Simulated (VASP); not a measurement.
Runs of VASP 6.6.1 on Pt. The structure is that of space group Im-3m (No. 229), or close to it. The cells are those of the table. 

```tsv
cell	gap on the mesh (eV)	pressure (GPa)
a = 2.772 Å, angles 107.9, 107.9, 112.7°, 1 atom	none	-17.2
a = 2.745 Å, angles 108.3, 108.3, 111.9°, 1 atom	none	(b)
a = 2.689 Å, angles 109.1, 109.1, 110.3°, 1 atom	none	4.2
a = 2.799 Å, angles 108.7, 108.7, 111.1°, 1 atom	none	-22.0
a = 2.826 Å, angles 109.5°, 1 atom	none	(a)
a = 2.730 Å, angles 109.1, 109.1, 110.3°, 1 atom	none	-7.9
a = 2.758 Å, angles 109.9, 109.9, 108.7°, 1 atom	none	-14.3
```

Alike in all rows: task single point; level PBEsol; potentials or basis VASP PAW PBE potentials, release 64 (Pt); no spin polarisation; k mesh 22 × 22 × 22; cutoff (eV) 520; smearing gaussian 0.15 eV.

**Question.** Estimate the missing entries.

**Answer.** (a) -25.9; (b) -11.3.

Caveats: the PAW data sets were made with another functional, which shifts forces and pressure a little; spin-orbit coupling is left out, which moves the levels of the heavy elements; the cell stands under tension (at least some runs); the stress differs along the axes, from -21 to -15 GPa (at least some runs); the cell stands under pressure (at least some runs).

A k mesh can miss the band edges, and the runs leave out spin-orbit coupling on Pt.

A gap of «none» marks levels without a gap at the run's occupations.
